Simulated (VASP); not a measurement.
Set up this calculation in VASP 6.6.1, as the native input.

* Task: relaxation of shape and atoms at fixed volume
* Functional: PBEsol
* Potentials or basis: VASP PAW PBE potentials, release 64 (Ta_pv, N)
* Cutoff: 600 eV
* k mesh: 18 × 18 × 14
* Occupations: gaussian, width 0.1 eV
* Spin: no spin polarisation
* Dipole correction: no
* Further INCAR settings: ALGO = Normal; EDIFF = 1e-07; IBRION = 2; EDIFFG = -0.01; NSW = 50; ISIF = 4

The structure of TaN lies in POSCAR:

```
TaN
1.0
    3.0220860410      0.0000000000      0.0000000000
   -1.5110430205      2.6172032839      0.0000000000
    0.0000000000      0.0000000000      2.9561230571
Ta N
1 1
Direct
    0.3333333333      0.6666666667      0.5000000000
    0.0000000000      0.0000000000      0.0000000000
```

One way to write it, as run:

INCAR

```
SYSTEM = TaN
PREC     = Accurate       ! precision mode
ENCUT    = 600            ! plane-wave cutoff, eV
EDIFF    = 1E-7           ! SCF threshold, eV
ISMEAR   = 0              ! smearing method
SIGMA    = 0.1            ! smearing width, eV
LREAL    = .False.        ! projectors in reciprocal space
LASPH    = .True.         ! aspherical terms in the spheres
NELM     = 80             ! most SCF steps
ALGO     = Normal         ! electronic algorithm
ISIF     = 4              ! what is computed and relaxed
LWAVE    = .False.        ! write WAVECAR
LCHARG   = .False.        ! write CHGCAR
GGA      = PS             ! functional
IBRION   = 2              ! ionic algorithm
NSW      = 50             ! ionic steps
EDIFFG   = -0.01          ! ionic threshold
```

KPOINTS

```
regular mesh
0
Gamma
  18 18 14
  0 0 0
```

Potentials or basis: VASP PAW PBE potentials, release 64 (Ta_pv, N).

Launch:

```bash
$ cat potpaw_PBE.64/Ta_pv/POTCAR potpaw_PBE.64/N/POTCAR > POTCAR
$ mpirun -np 1 vasp_std > vasp.out
```

Results of the run:

```yaml
Energy_gained_by_relaxing: 0.1 meV/atom
Ionic_steps: 3
Pressure_after_relaxing: -27.7 GPa
Band_gap_on_the_k_mesh: zero (bands 8 and 9 overlap by 0.33 eV)
```

Caveat: the PAW data sets were made with another functional, which shifts forces and pressure a little; spin-orbit coupling is left out, which moves the levels of the heavy elements.

It took 2.7 min on 1 thread of Intel Xeon 8259CL, with other jobs on the host, peak memory 0.24 GiB.
